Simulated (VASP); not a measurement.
A run of VASP 6.6.1 is set up as follows.

File INCAR:

```
PREC = Accurate
ENCUT = 520
EDIFF = 1E-6
ISMEAR = -1
SIGMA = 0.02
LREAL = F
LASPH = T
NELM = 100
ALGO = Normal
ISIF = 2
LWAVE = F
LCHARG = F
GGA = PE
NBANDS = 16
```

The input KPOINTS:

```
regular mesh
0
Gamma
  8 8 8
```

The input POSCAR:

```
ZnS
1.0
    0.0740096535      2.7010127505      2.7010127505
    2.7010127505      0.0740096535      2.7010127505
    2.7010127505      2.7010127505      0.0740096535
Zn S
1 1
Direct
    0.0025977992      0.0025977992      0.0025977992
    0.2474022008      0.2474022008      0.2474022008
```

Potentials or basis: VASP PAW PBE potentials, release 64 (Zn, S).

Run with:

```bash
$ cat potpaw_PBE.64/Zn/POTCAR potpaw_PBE.64/S/POTCAR > POTCAR
$ mpirun -np 1 vasp_std > vasp.out
```

Question: What does it give for the largest force?

Answer: 0.014 eV/Å.

Question: Predict the band gap on the k mesh.

Answer: 2.18 eV, direct.

Stress tensor (GPa, compression positive):
```
 5.33 -1.38 -1.38
-1.38  5.33 -1.38
-1.38 -1.38  5.33
```

Caveat: the cell differs from its parent crystal (epitaxial 111 strain -2.5%).
